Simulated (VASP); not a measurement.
# CdTe (zincblende type) (F-43m) in VASP: single point with PBE

Aim: the single point of CdTe (zincblende type) with PBE.

Everything below comes from runs of VASP 6.6.1. Logs are shortened: lines on timing, memory, paths and dates and some standing lists are left out, and cuts for length are marked.

**1. The cell of the first run**

It takes space group F-43m (No. 216, cubic). The conventional cell has a = 6.616 Å, b = 6.616 Å, c = 6.616 Å, α = 90.00°, β = 90.00°, γ = 90.00°. Cd (site symmetry -43m) has 4 Te at 2.86 Å within 3.8 Å. Within 3.8 Å of Te (site symmetry -43m) lie 4 Cd at 2.86 Å.

**2. Single point, PBE**

INCAR

```
SYSTEM = CdTe
PREC     = Accurate       ! precision mode
ENCUT    = 520            ! plane-wave cutoff, eV
EDIFF    = 1E-6           ! SCF threshold, eV
ISMEAR   = -1             ! smearing method
SIGMA    = 0.02           ! smearing width, eV
LREAL    = .False.        ! projectors in reciprocal space
LASPH    = .True.         ! aspherical terms in the spheres
NELM     = 60             ! most SCF steps
ALGO     = Normal         ! electronic algorithm
ISIF     = 2              ! what is computed and relaxed
LWAVE    = .False.        ! write WAVECAR
LCHARG   = .True.         ! write CHGCAR
GGA      = PE             ! functional
LELF     = .True.         ! ELF
LVHAR    = .True.       
NBANDS   = 26             ! bands
```

KPOINTS

```
regular mesh
0
Gamma
  6 4 6
  0 0 0
```

POSCAR

```
CdTe
1.0
   -3.3078829573      3.3078829573      0.0000000000
    0.0000000000      0.0000000000      6.6157659146
    3.3078829573      3.3078829573      0.0000000000
Cd Te
2 2
Direct
    0.0000000000      0.0000000000      0.0000000000
    0.5000000000      0.5000000000      0.5000000000
    0.0000000000      0.2500000000      0.5000000000
    0.5000000000      0.7500000000      0.0000000000
```

Potentials or basis: VASP PAW PBE potentials, release 64 (Cd, Te).

Command:

```bash
> cat potpaw_PBE.64/Cd/POTCAR potpaw_PBE.64/Te/POTCAR > POTCAR
> mpirun -np 1 vasp_std > vasp.out
```

OUTCAR:

```text
SYSTEM = CdTe
   PREC = Accurate
   ENCUT = 520
   EDIFF = 1E-6
   ISMEAR = -1
   LREAL = .False.
   LASPH = .True.
   NELM = 60
   ISIF = 2
   GGA = PE

 ion  position               nearest neighbor table
   1  0.000  0.000  0.000-   3 2.86   4 2.86   3 2.86   4 2.86
   2  0.500  0.500  0.500-   3 2.86   4 2.86   4 2.86   3 2.86
   3  0.000  0.250  0.500-   1 2.86   2 2.86   1 2.86   2 2.86
   4  0.500  0.750  0.000-   1 2.86   2 2.86   2 2.86   1 2.86

  LATTYP: Found a simple tetragonal cell.
 ALAT       =     4.6780529410
 C/A-ratio  =     1.4142135624

  Lattice vectors:

 A1 = (   3.3078829573,  -3.3078829573,   0.0000000000)
 A2 = (   3.3078829573,   3.3078829573,   0.0000000000)
 A3 = (   0.0000000000,   0.0000000000,   6.6157659146)

Analysis of symmetry for initial positions (statically):
=====================================================================
 Subroutine PRICEL returns following result:

  LATTYP: Found a face centered cubic cell.
 ALAT       =     6.6157659146

  Lattice vectors:

 A1 = (   3.3078829573,   0.0000000000,   3.3078829573)
 A2 = (   3.3078829573,   3.3078829573,   0.0000000000)
 A3 = (   0.0000000000,   3.3078829573,   3.3078829573)

   2 primitive cells build up your supercell.

 Routine SETGRP: Setting up the symmetry group for a
 simple tetragonal supercell.

 Subroutine GETGRP returns: Found  8 space group operations
 (whereof  8 operations were pure point group operations)
 out of a pool of 16 trial point group operations.

The static configuration has the point symmetry D_2d.

Analysis of symmetry for dynamics (positions and initial velocities):
=====================================================================
 Subroutine PRICEL returns following result:

  LATTYP: Found a face centered cubic cell.
 ALAT       =     6.6157659146

  Lattice vectors:

 A1 = (   3.3078829573,   0.0000000000,   3.3078829573)
 A2 = (   3.3078829573,   3.3078829573,   0.0000000000)
 A3 = (   0.0000000000,   3.3078829573,   3.3078829573)

   2 primitive cells build up your supercell.

 Routine SETGRP: Setting up the symmetry group for a
 simple tetragonal supercell.

 Subroutine GETGRP returns: Found  8 space group operations
 (whereof  8 operations were pure point group operations)
 out of a pool of 16 trial point group operations.

The dynamic configuration has the point symmetry D_2d.

 Subroutine INISYM returns: Found  8 space group operations
 (whereof  8 operations are pure point group operations),
 and found     2 'primitive' translations

----------------------------------------------------------------------------------------

                                     Primitive cell

  volume of cell :      72.3903

  direct lattice vectors                    reciprocal lattice vectors
     3.307882957  0.000000000  3.307882957     0.151154078 -0.151154078  0.151154078
     3.307882957  3.307882957  0.000000000     0.151154078  0.151154078 -0.151154078
     0.000000000  3.307882957  3.307882957    -0.151154078  0.151154078  0.151154078

  length of vectors
     4.678052941  4.678052941  4.678052941     0.261806544  0.261806544  0.261806544

  position of ions in fractional coordinates (direct lattice)
     0.000000000  0.000000000  0.000000000
     0.250000000  0.250000000  0.250000000

  ion indices of the primitive-cell ions
   primitive index   ion index
                 1           1
                 2           3

----------------------------------------------------------------------------------------

 KPOINTS: regular mesh

Automatic generation of k-mesh.
 Grid dimensions read from file:
 generate k-points for:    6    4    6

 Generating k-lattice:

  Cartesian coordinates                     Fractional coordinates (reciprocal lattice)
    -0.025192346  0.025192346  0.000000000     0.166666667  0.000000000  0.000000000
     0.000000000  0.000000000  0.037788520     0.000000000  0.250000000  0.000000000
     0.025192346  0.025192346  0.000000000     0.000000000  0.000000000  0.166666667

  Length of vectors
     0.035627358  0.037788520  0.035627358

  Shift w.r.t. Gamma in fractional coordinates (k-lattice)
     0.000000000  0.000000000  0.000000000

 Subroutine IBZKPT returns following result:
 ===========================================

 Found     30 irreducible k-points:

 Following reciprocal coordinates:
            Coordinates               Weight
  0.000000  0.000000  0.000000      1.000000
  0.166667  0.000000  0.000000      4.000000
  0.333333  0.000000  0.000000      4.000000
  0.500000  0.000000  0.000000      2.000000
  0.000000  0.250000  0.000000      2.000000
  0.166667  0.250000  0.000000      8.000000
[... 16 lines left out ...]
  0.500000  0.000000  0.333333      4.000000
  0.333333  0.250000  0.333333      8.000000
 [... further k-points ...]
   k-points           NKPTS =     30   k-points in BZ     NKDIM =     30   number of bands    NBANDS=     26
   number of dos      NEDOS =    301   number of ions     NIONS =      4
   total plane-waves  NPLWV =  64800
   dimension x,y,z NGX =    36 NGY =   50 NGZ =   36
   dimension x,y,z NGXF=    72 NGYF=  100 NGZF=   72
   ions per type =               2   2
   NGX,Y,Z   is equivalent  to a cutoff of  12.79, 12.56, 12.79 a.u.
   NGXF,Y,Z  is equivalent  to a cutoff of  25.59, 25.13, 25.59 a.u.
 SYSTEM =  CdTe
   PREC   = accura    normal or accurate (medium, high low for compatibility)
   ISTART =      0    job   : 0-new  1-cont  2-samecut
   ICHARG =      2    charge: 1-file 2-atom 10-const
   ISPIN  =      1    spin polarized calculation?
   LNONCOLLINEAR =      F non collinear calculations
   LSORBIT =      F    spin-orbit coupling
   LASPH  =      T    aspherical Exc in radial PAW
   ENCUT  =  520.0 eV  38.22 Ry    6.18 a.u.   8.70 12.30  8.70*2*pi/ulx,y,z
   NELM   =     60;   NELMIN=  2; NELMDL= -5     # of ELM steps
   EDIFF  = 0.1E-05   stopping-criterion for ELM
   LREAL  =      F    real-space projection
   EDIFFG = 0.1E-04   stopping-criterion for IOM
   NSW    =      0    number of steps for IOM
   IBRION =     -1    ionic relax: 0-MD 1-quasi-New 2-CG
   NFREE  =      0    steps in history (QN), initial steepest desc. (CG)
   ISIF   =      2    stress and relaxation
   ISYM   =      2    0-nonsym 1-usesym 2-fastsym
   POTIM  = 0.5000    time-step for ionic-motion
   TEBEG  =    0.0;   TEEND  =   0.0 temperature during run
   PSTRESS=    0.0 pullay stress
   NELECT =      36.0000    total number of electrons
   NUPDOWN=      -1.0000    fix difference up-down
   EMIN   =  10.00;   EMAX   =-10.00  energy-range for DOS
   EFERMI =   0.00;   METHOD = LEGACY
   ISMEAR =    -1;   SIGMA  =   0.02  broadening in eV -4-tet -1-fermi 0-gaus
   EFERMI_NEDOS =   21; number of points for ismear=-14 and -15
   IALGO  =     38    algorithm
   IMIX   =      4    mixing-type and parameters
     AMIX     =   0.40;   BMIX     =  1.00
     AMIX_MAG =   1.60;   BMIX_MAG =  1.00
  volume/ion in A,a.u.               =      36.20       244.26
  Fermi-wavevector in a.u.,A,eV,Ry     =   1.029451  1.945380 14.419028  1.059769
  Thomas-Fermi vector in A             =   2.163499
   LORBIT       =      0    0 simple, 1 ext, 2 COOP (PROOUT), +10 PAW based schemes
   GGA     = PE    functional components
   LHFCALC =     F    Hartree Fock is set to
   AEXX    =    0.0000 exact exchange contribution
   IVDW    =     0    specifies the selected vdW correction
   LEPSILON=     F    determine dielectric tensor
   LRPA    =     F    only Hartree local field effects (RPA)
 non-spin polarized calculation
  energy-cutoff  :      520.00
  volume of cell :      144.78
 maximum number of plane-waves:      3928
 NGX is ok and might be reduce to    36
   NGX = 17   NGY = 25   NGZ = 17

 number of electron      36.0000018 magnetization

 Free energy of the ion-electron system (eV)
  ---------------------------------------------------
  ext. energy  EPLUGINS =         0.00000000
  ---------------------------------------------------
  free energy    TOTEN  =        -9.62095028 eV

  energy without entropy =       -9.62095027  energy(sigma->0) =       -9.62095028

 E-fermi :   2.1117     XC(G=0):  -8.3132

 val. band max:        1.8079115158   @ k =   0.0000   0.0000   0.0000
 cond. band min:       2.3930371885   @ k =   0.0000   0.0000   0.0000
 fundamental gap:      0.5851256727
 Fermi energy:         2.1117231684

 k-point     1 :       0.0000    0.0000    0.0000
  band No.  band energies     occupation
      1      -9.0314      2.00000
      2      -8.5869      2.00000
      3      -6.2867      2.00000
      4      -6.2867      2.00000
      5      -6.2867      2.00000
      6      -6.1520      2.00000
[... 18 lines left out ...]
     25       9.1847      0.00000
     26      10.3248      0.00000

 k-point     2 :       0.1667    0.0000    0.0000
  band No.  band energies     occupation
      1      -8.9721      2.00000
      2      -8.5893      2.00000
      3      -6.2778      2.00000
      4      -6.2715      2.00000
      5      -6.2387      2.00000
      6      -6.1779      2.00000
[... 18 lines left out ...]
     25       9.3935      0.00000
     26       9.7514      0.00000

 k-point     3 :       0.3333    0.0000    0.0000
  band No.  band energies     occupation
      1      -8.8316      2.00000
      2      -8.6137      2.00000
      3      -6.2537      2.00000
      4      -6.2412      2.00000
      5      -6.2013      2.00000
      6      -6.1867      2.00000
[... 18 lines left out ...]
     25       8.5478      0.00000
     26       8.6541      0.00000

 k-point     4 :       0.5000    0.0000    0.0000
  band No.  band energies     occupation
      1      -8.6930      2.00000
      2      -8.6930      2.00000
      3      -6.2206      2.00000
      4      -6.2206      2.00000
      5      -6.2181      2.00000
      6      -6.2181      2.00000
[... 18 lines left out ...]
     25       7.6128      0.00000
     26       7.6128      0.00000
[... 496 lines left out ...]
      1      -8.6933      2.00000
      2      -8.5879      2.00000
      3      -6.1882      2.00000
      4      -6.1881      2.00000
      5      -6.1779      2.00000
      6      -6.1750      2.00000
[... 18 lines left out ...]
     25       8.9920      0.00000
     26       9.1358      0.00000

 k-point    23 :       0.5000    0.0000    0.3333
  band No.  band energies     occupation
      1      -8.6133      2.00000
      2      -8.6133      2.00000
      3      -6.1728      2.00000
      4      -6.1728      2.00000
      5      -6.1703      2.00000
      6      -6.1703      2.00000
[... 18 lines left out ...]
     25      10.0165      0.00000
     26      10.0165      0.00000

 k-point    24 :       0.3333    0.2500    0.3333
  band No.  band energies     occupation
      1      -8.6774      2.00000
      2      -8.6030      2.00000
      3      -6.2036      2.00000
      4      -6.1969      2.00000
      5      -6.1958      2.00000
      6      -6.1792      2.00000
[... 18 lines left out ...]
     25       8.9545      0.00000
     26       9.0888      0.00000

 [... further k-points ...]
[... 5 lines left out ...]
  --------------------------------------------------------------------------------------
  -------------------------------------------------------------------------------------
  Total        0.1360097      0.1360097      0.1119933      0.0000000      0.0000000      0.0000000
  in kB        1.5051162      1.5051162      1.2393453      0.0000000      0.0000000      0.0000000
  external PRESSURE =       1.4165259 kB  Pullay stress =       0.0000000 kB

 VOLUME and BASIS-vectors are now :
 -----------------------------------------------------------------------------
  energy-cutoff  :      520.00
  volume of cell :      144.78
      direct lattice vectors                 reciprocal lattice vectors
    -3.307882957  3.307882957  0.000000000    -0.151154078  0.151154078  0.000000000
     0.000000000  0.000000000  6.615765915     0.000000000  0.000000000  0.151154078
     3.307882957  3.307882957  0.000000000     0.151154078  0.151154078  0.000000000

 POSITION                                       TOTAL-FORCE (eV/Angst)
 -----------------------------------------------------------------------------------
      0.00000      0.00000      0.00000         0.000000     -0.000000      0.000000
      0.00000      3.30788      3.30788         0.000000     -0.000000      0.000000
      1.65394      1.65394      1.65394        -0.000000      0.000000     -0.000000
     -1.65394      1.65394      4.96182        -0.000000      0.000000     -0.000000
 -----------------------------------------------------------------------------------
    total drift:                                0.000000      0.000000      0.000000

  FREE ENERGIE OF THE ION-ELECTRON SYSTEM (eV)
  ---------------------------------------------------
  free  energy   TOTEN  =        -9.6209502786 eV

  energy  without entropy=       -9.6209502718  energy(sigma->0) =       -9.62095028
```

It took 77 s on 1 thread of Intel Xeon Platinum 8488C (Sapphire Rapids), shared host; peak memory 0.29 GiB.

Results:

```yaml
Free_energy: -9.6210 eV
Pressure: 0.1 GPa
Band_gap_on_the_k_mesh: 0.59 eV
```

Caveat: spin-orbit coupling is left out, which moves the levels of the heavy elements. As with any semilocal functional, this PBE gap is likely too small.
